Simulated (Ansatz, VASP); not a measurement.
V: VASP beside Ansatz

```
V
1.0
     0.00000    1.89500    1.89500
     1.89500    0.00000    1.89500
     1.89500    1.89500    0.00000
V
1
Direct
  0.00000 0.00000 0.00000
```

Alike in both runs: task single point; functional PBE; k mesh 15 × 15 × 15; occupations fermi-dirac, width 0.15 eV; collinear spin.

```csv
,VASP,Ansatz
version,VASP 6.6.1,Ansatz 0.2.0
potentials or method,"VASP PAW PBE potentials, release 64 (V_sv), cutoff 520 eV","all-electron LAPW, scalar-relativistic"
```

|  | VASP | Ansatz | Ansatz less VASP |
| --- | --- | --- | --- |
| pressure (GPa) | 4.7 | 4.5 | -0.24 |
| net moment per atom (μB) | 0.00 | 0.00 | -0.001 |

Ansatz ran all-electron here, and VASP with PAW potentials. Ansatz's warnings: seeded moment not kept.
